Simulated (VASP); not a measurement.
# Rb (Im-3m) in VASP: further runs, part 2 of 2

VASP 6.6.1. The steps go on from the part before.

## 3. Single point, LDA

This run uses another cell than the first one, of 87.15 Å³/atom, 1.111 times its volume.

Contents of INCAR:

```
SYSTEM = Rb
PREC = Accurate
ENCUT = 520
EDIFF = 1E-6
ISMEAR = 0
SIGMA = 0.05
LREAL = .FALSE.
LASPH = .TRUE.
NELM = 60
ALGO = Normal
ISIF = 2
LWAVE = .FALSE.
LCHARG = .FALSE.
GGA = CA
NBANDS = 10
```

Contents of KPOINTS:

```
regular mesh
0
G
  10 10 10
  0 0 0
```

Contents of POSCAR:

```
Rb
1.0
   -2.7929549064      2.7929549064      2.7929549064
    2.7929549064     -2.7929549064      2.7929549064
    2.7929549064      2.7929549064     -2.7929549064
Rb
1
Direct
    0.0000000000      0.0000000000      0.0000000000
```

Potentials or basis: VASP PAW LDA potentials, release 64 (Rb_sv).

On the command line:

```console
> cat potpaw_LDA.64/Rb_sv/POTCAR > POTCAR
> mpirun -np 1 vasp_std > vasp.out
```

OUTCAR:

```text
SYSTEM = Rb
   PREC = Accurate
   ENCUT = 520
   EDIFF = 1E-6
   ISMEAR = 0
   LREAL = .FALSE.
   LASPH = .TRUE.
   NELM = 60
   ISIF = 2
   GGA = CA

 ion  position               nearest neighbor table
   1  0.000  0.000  0.000-

  LATTYP: Found a body centered cubic cell.
 ALAT       =     5.5859098128

  Lattice vectors:

 A1 = (  -2.7929549064,   2.7929549064,   2.7929549064)
 A2 = (   2.7929549064,  -2.7929549064,   2.7929549064)
 A3 = (   2.7929549064,   2.7929549064,  -2.7929549064)

Analysis of symmetry for initial positions (statically):
=====================================================================
 Subroutine PRICEL returns:
 Original cell was already a primitive cell.

 Routine SETGRP: Setting up the symmetry group for a
 body centered cubic supercell.

 Subroutine GETGRP returns: Found 48 space group operations
 (whereof 48 operations were pure point group operations)
 out of a pool of 48 trial point group operations.

The static configuration has the point symmetry O_h .

Analysis of symmetry for dynamics (positions and initial velocities):
=====================================================================
 Subroutine PRICEL returns:
 Original cell was already a primitive cell.

 Routine SETGRP: Setting up the symmetry group for a
 body centered cubic supercell.

 Subroutine GETGRP returns: Found 48 space group operations
 (whereof 48 operations were pure point group operations)
 out of a pool of 48 trial point group operations.

The dynamic configuration has the point symmetry O_h .

 Subroutine INISYM returns: Found 48 space group operations
 (whereof 48 operations are pure point group operations),
 and found     1 'primitive' translations

----------------------------------------------------------------------------------------

                                     Primitive cell

  volume of cell :      87.1469

  direct lattice vectors                    reciprocal lattice vectors
    -2.792954906  2.792954906  2.792954906     0.000000000  0.179021866  0.179021866
     2.792954906 -2.792954906  2.792954906     0.179021866  0.000000000  0.179021866
     2.792954906  2.792954906 -2.792954906     0.179021866  0.179021866  0.000000000

  length of vectors
     4.837539801  4.837539801  4.837539801     0.253175151  0.253175151  0.253175151

  position of ions in fractional coordinates (direct lattice)
     0.000000000  0.000000000  0.000000000

  ion indices of the primitive-cell ions
   primitive index   ion index
                 1           1

----------------------------------------------------------------------------------------

 KPOINTS: regular mesh

Automatic generation of k-mesh.
 Grid dimensions read from file:
 generate k-points for:   10   10   10

 Generating k-lattice:

  Cartesian coordinates                     Fractional coordinates (reciprocal lattice)
     0.000000000  0.017902187  0.017902187     0.100000000  0.000000000  0.000000000
     0.017902187  0.000000000  0.017902187     0.000000000  0.100000000  0.000000000
     0.017902187  0.017902187  0.000000000     0.000000000  0.000000000  0.100000000

  Length of vectors
     0.025317515  0.025317515  0.025317515

  Shift w.r.t. Gamma in fractional coordinates (k-lattice)
     0.000000000  0.000000000  0.000000000

 Subroutine IBZKPT returns following result:
 ===========================================

 Found     47 irreducible k-points:

 Following reciprocal coordinates:
            Coordinates               Weight
  0.000000  0.000000  0.000000      1.000000
  0.100000  0.000000  0.000000     12.000000
  0.200000  0.000000  0.000000     12.000000
  0.300000  0.000000  0.000000     12.000000
  0.400000  0.000000  0.000000     12.000000
  0.500000  0.000000  0.000000      6.000000
[... 16 lines left out ...]
  0.300000  0.300000  0.100000      8.000000
 -0.300000  0.300000  0.100000     24.000000
 [... further k-points ...]
   k-points           NKPTS =     47   k-points in BZ     NKDIM =     47   number of bands    NBANDS=     10
   number of dos      NEDOS =    301   number of ions     NIONS =      1
   total plane-waves  NPLWV =  46656
   dimension x,y,z NGX =    36 NGY =   36 NGZ =   36
   dimension x,y,z NGXF=    72 NGYF=   72 NGZF=   72
   ions per type =               1
   NGX,Y,Z   is equivalent  to a cutoff of  12.37, 12.37, 12.37 a.u.
   NGXF,Y,Z  is equivalent  to a cutoff of  24.74, 24.74, 24.74 a.u.
 SYSTEM =  Rb
   PREC   = accura    normal or accurate (medium, high low for compatibility)
   ISTART =      0    job   : 0-new  1-cont  2-samecut
   ICHARG =      2    charge: 1-file 2-atom 10-const
   ISPIN  =      1    spin polarized calculation?
   LNONCOLLINEAR =      F non collinear calculations
   LSORBIT =      F    spin-orbit coupling
   LASPH  =      T    aspherical Exc in radial PAW
   ENCUT  =  520.0 eV  38.22 Ry    6.18 a.u.   8.99  8.99  8.99*2*pi/ulx,y,z
   NELM   =     60;   NELMIN=  2; NELMDL= -5     # of ELM steps
   EDIFF  = 0.1E-05   stopping-criterion for ELM
   LREAL  =      F    real-space projection
   EDIFFG = 0.1E-04   stopping-criterion for IOM
   NSW    =      0    number of steps for IOM
   IBRION =     -1    ionic relax: 0-MD 1-quasi-New 2-CG
   NFREE  =      0    steps in history (QN), initial steepest desc. (CG)
   ISIF   =      2    stress and relaxation
   ISYM   =      2    0-nonsym 1-usesym 2-fastsym
   POTIM  = 0.5000    time-step for ionic-motion
   TEBEG  =    0.0;   TEEND  =   0.0 temperature during run
   PSTRESS=    0.0 pullay stress
   NELECT =       9.0000    total number of electrons
   NUPDOWN=      -1.0000    fix difference up-down
   EMIN   =  10.00;   EMAX   =-10.00  energy-range for DOS
   EFERMI =   0.00;   METHOD = LEGACY
   ISMEAR =     0;   SIGMA  =   0.05  broadening in eV -4-tet -1-fermi 0-gaus
   EFERMI_NEDOS =   21; number of points for ismear=-14 and -15
   IALGO  =     38    algorithm
   IMIX   =      4    mixing-type and parameters
     AMIX     =   0.40;   BMIX     =  1.00
     AMIX_MAG =   1.60;   BMIX_MAG =  1.00
  volume/ion in A,a.u.               =      87.15       588.10
  Fermi-wavevector in a.u.,A,eV,Ry     =   0.768078  1.451456  8.026664  0.589943
  Thomas-Fermi vector in A             =   1.868773
   LORBIT       =      0    0 simple, 1 ext, 2 COOP (PROOUT), +10 PAW based schemes
   GGA     = CA    functional components
   LHFCALC =     F    Hartree Fock is set to
   AEXX    =    0.0000 exact exchange contribution
   IVDW    =     0    specifies the selected vdW correction
   LEPSILON=     F    determine dielectric tensor
   LRPA    =     F    only Hartree local field effects (RPA)
 non-spin polarized calculation
 Gauss-broadening in eV      SIGMA  =   0.05
  energy-cutoff  :      520.00
  volume of cell :       87.15
 maximum number of plane-waves:      2382
   NGX = 17   NGY = 17   NGZ = 17

 number of electron       9.0000000 magnetization

 Free energy of the ion-electron system (eV)
  ---------------------------------------------------
  ext. energy  EPLUGINS =         0.00000000
  ---------------------------------------------------
  free energy    TOTEN  =        -1.04590187 eV

  energy without entropy =       -1.04382216  energy(sigma->0) =       -1.04486201

 E-fermi :  -0.1067     XC(G=0):  -5.7892

 val. band max:       -0.1161780992   @ k =   0.3000   0.2000   0.0000
 cond. band min:      -0.1050298013   @ k =  -0.3000   0.4000   0.2000
 fundamental gap:      0.0111482979
 Fermi energy:        -0.1066759150

 k-point     1 :       0.0000    0.0000    0.0000
  band No.  band energies     occupation
      1     -28.8872      2.00000
      2     -12.9830      2.00000
      3     -12.9830      2.00000
      4     -12.9830      2.00000
      5      -2.1554      2.00000
      6       3.5030      0.00000
      7       3.5030      0.00000
      8       3.5030      0.00000
      9       4.5077      0.00000
     10       4.5077      0.00000

 k-point     2 :       0.1000    0.0000    0.0000
  band No.  band energies     occupation
      1     -28.8867      2.00000
      2     -12.9943      2.00000
      3     -12.9867      2.00000
      4     -12.9830      2.00000
      5      -2.0318      2.00000
      6       3.3293      0.00000
      7       3.3468      0.00000
      8       3.6183      0.00000
      9       4.2913      0.00000
     10       4.4711      0.00000
[... 274 lines left out ...]
 k-point    24 :      -0.3000    0.3000    0.1000
  band No.  band energies     occupation
      1     -28.8832      2.00000
      2     -13.0573      2.00000
      3     -13.0121      2.00000
      4     -12.9916      2.00000
      5      -1.0048      2.00000
      6       2.0197      0.00000
      7       2.7552      0.00000
      8       3.6583      0.00000
      9       4.4928      0.00000
     10       4.9145      0.00000

 [... further k-points ...]
[... 5 lines left out ...]
  --------------------------------------------------------------------------------------
  -------------------------------------------------------------------------------------
  Total       -0.1784320     -0.1784320     -0.1784320     -0.0000000      0.0000000      0.0000000
  in kB       -3.2804359     -3.2804359     -3.2804359     -0.0000000      0.0000000      0.0000000
  external PRESSURE =      -3.2804359 kB  Pullay stress =       0.0000000 kB

 VOLUME and BASIS-vectors are now :
 -----------------------------------------------------------------------------
  energy-cutoff  :      520.00
  volume of cell :       87.15
      direct lattice vectors                 reciprocal lattice vectors
    -2.792954906  2.792954906  2.792954906     0.000000000  0.179021866  0.179021866
     2.792954906 -2.792954906  2.792954906     0.179021866  0.000000000  0.179021866
     2.792954906  2.792954906 -2.792954906     0.179021866  0.179021866  0.000000000

 POSITION                                       TOTAL-FORCE (eV/Angst)
 -----------------------------------------------------------------------------------
      0.00000      0.00000      0.00000         0.000000     -0.000000      0.000000
 -----------------------------------------------------------------------------------
    total drift:                               -0.000000     -0.000000      0.000000

  FREE ENERGIE OF THE ION-ELECTRON SYSTEM (eV)
  ---------------------------------------------------
  free  energy   TOTEN  =        -1.0459018678 eV

  energy  without entropy=       -1.0438221556  energy(sigma->0) =       -1.04486201
```

OSZICAR:

```text
N       E                     dE             d eps       ncg     rms          rms(c)
DAV:   1     0.432268294536E+02    0.43227E+02   -0.33219E+03   940   0.656E+02
DAV:   2     0.181071055255E+01   -0.41416E+02   -0.40196E+02  1062   0.126E+02
DAV:   3    -0.924218964553E+00   -0.27349E+01   -0.27316E+01  1278   0.324E+01
DAV:   4    -0.104480383631E+01   -0.12058E+00   -0.12010E+00  1324   0.572E+00
DAV:   5    -0.104673280634E+01   -0.19290E-02   -0.19289E-02  1296   0.649E-01    0.129E+00
DAV:   6    -0.104595266714E+01    0.78014E-03   -0.20262E-03  1322   0.245E-01    0.774E-01
DAV:   7    -0.104586225671E+01    0.90410E-04   -0.27770E-03  1312   0.278E-01    0.484E-02
DAV:   8    -0.104589585825E+01   -0.33602E-04   -0.11565E-04  1114   0.825E-02    0.142E-02
DAV:   9    -0.104590195971E+01   -0.61015E-05   -0.88779E-06  1360   0.203E-02    0.511E-03
DAV:  10    -0.104590186779E+01    0.91924E-07   -0.29475E-06  1086   0.934E-03
   1 F= -.10459019E+01 E0= -.10448620E+01  d E =-.207971E-02
```

Wall time 78 s (1 thread of AMD EPYC 7R13, shared host); peak memory 0.15 GiB.

Results:

```
Free energy : -1.0459 eV
Pressure    : -0.3 GPa
```

Levels at points of the mesh, in eV from the Fermi level:
| k point | band 2 | band 3 | band 4 | band 5 | band 6 | band 7 |
| --- | --- | --- | --- | --- | --- | --- |
| (0.00, 0.00, 0.00) | -12.88 | -12.88 | -12.88 | -2.05 | 3.61 | 3.61 |
| (0.50, 0.00, 0.00) | -12.99 | -12.91 | -12.88 | 0.19 | 0.86 | 2.53 |
| (0.50, 0.50, 0.50) | -12.96 | -12.96 | -12.96 | 1.24 | 1.24 | 3.35 |
